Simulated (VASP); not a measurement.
Here is a VASP 6.6.1 calculation.

File INCAR:

```
  ALGO = Normal
  EDIFF = 1E-6
  ENCUT = 520
  GGA = PE
  ISIF = 2
  ISMEAR = -1
  LASPH = True
  LCHARG = True
  LELF = True
  LREAL = False
  LVHAR = True
  LWAVE = False
  NBANDS = 16
  NELM = 100
  PREC = Accurate
  SIGMA = 0.05
```

File KPOINTS:

```
k-points
0
Gamma
  8 8 8
```

POSCAR

```
CuO
1.0
    0.0000000000      2.3272527300      2.3272527300
    2.3272527300      0.0000000000      2.3272527300
    2.3272527300      2.3272527300      0.0000000000
Cu O
1 1
Direct
    0.0000000000      0.0000000000      0.0000000000
    0.2500000000      0.2500000000      0.2500000000
```

Potentials or basis: VASP PAW PBE potentials, release 64 (Cu, O).

Launch:

```sh
$ cat potpaw_PBE.64/Cu/POTCAR potpaw_PBE.64/O/POTCAR > POTCAR
$ mpirun -np 1 vasp_std > vasp.out
```

**Question.** Predict the pressure.

**Answer.** -9.1 GPa.

Caveat: an odd number of electrons without spin polarisation forces a metal; a magnetic or distorted state may lie lower.
